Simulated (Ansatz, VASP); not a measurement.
## One calculation of InAs, two programs

```
In As
1.0
     0.00000    3.11568    3.11568
     3.11568    0.00000    3.11568
     3.11568    3.11568    0.00000
In As
1 1
Direct
  0.00000 0.00000 0.00000
  0.25000 0.25000 0.25000
```

Change from the starting cell: hydrostatic strain +2.0%.

Alike in both runs: task single point; functional r2SCAN; k mesh 8 × 8 × 8; occupations fermi-dirac, width 0.02 eV; non-collinear spin, spin-orbit coupling.

|  | VASP | Ansatz |
| --- | --- | --- |
| version | VASP 6.6.1 | Ansatz 0.2.0 |
| potentials or method | VASP PAW PBE potentials, release 64 (In_d, As) | plane waves, PAW |
| plane-wave cutoff (eV) | 520 | 500 |
| valence electrons in the cell | 18 | 28 |

```tsv
	VASP	Ansatz	Ansatz less VASP
pressure (GPa)	-3.0	-3.0	0.00
```

VASP's potentials were made for PBE, not for r2SCAN. VASP's potentials hold 18 valence electrons a cell and Ansatz's 28, so a difference there can come from the potentials and not from the codes.
